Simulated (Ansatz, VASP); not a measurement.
## PbS in VASP and in Ansatz

The input INCAR:

```
  PREC = Accurate
  ENCUT = 520
  EDIFF = 1E-7
  ISMEAR = 0
  SIGMA = 0.03
  LREAL = False
  LASPH = True
  NELM = 60
  ALGO = Normal
  ISIF = 2
  LWAVE = False
  LCHARG = False
  GGA = PE
  IVDW = 12
  NBANDS = 17
```

The input KPOINTS:

```
regular mesh
0
Gamma
  10 10 10
```

POSCAR

```
PbS
1.0
    0.0000000000      2.9353500000      2.9650000000
    2.9650000000      0.0000000000      2.9650000000
    2.9650000000      2.9353500000      0.0000000000
Pb S
1 1
Direct
    0.0000000000      0.0000000000      0.0000000000
    0.5000000000      0.5000000000      0.5000000000
```

Input for Ansatz:

```yaml
crystal:
  lattice:
    - [0.0, 2.93535, 2.965]
    - [2.965, 0.0, 2.965]
    - [2.965, 2.93535, 0.0]
  atoms:
    - { symbol: Pb, position: [0.0, 0.0, 0.0] }
    - { symbol: S, position: [0.5, 0.5, 0.5] }
basis:
  ecutwfc: 420
kpoints:
  mp_grid: { grid: [10, 10, 10] }
hamiltonian:
  xc: pbe
  dispersion: d3bj
scf:
  occupations: { method: gaussian, width: 0.03 }
output:
  forces: true
  stress: true
  eigenvalues: true
```

Change from the starting cell: strain -0.0100 x Voigt [0, 1, 0, 0, 0, 0], atoms carried along.

Alike in both runs: task single point; functional PBE; dispersion D3(BJ); k mesh 10 × 10 × 10; occupations gaussian, width 0.03 eV; no spin polarisation.

|  | VASP | Ansatz |
| --- | --- | --- |
| version | VASP 6.6.1 | Ansatz 0.2.0 |
| potentials or method | VASP PAW PBE potentials, release 64 (Pb_d, S), cutoff 520 eV | scalar-relativistic, plane waves, PAW |
| valence electrons in the cell | 20 | 20 |

|  | VASP | Ansatz | Ansatz less VASP |
| --- | --- | --- | --- |
| gap on the k mesh at the Fermi level (eV) | 0.32 | 0.31 | -0.007 |
| least direct gap on the mesh (eV) | 0.32 | 0.31 | -0.007 |
| pressure (GPa) | 0.7 | 0.7 | +0.07 |
| traceless stress, the component that is largest in VASP (GPa) | 0.94 | 0.94 | -0.001 |

Spin-orbit coupling is off throughout.
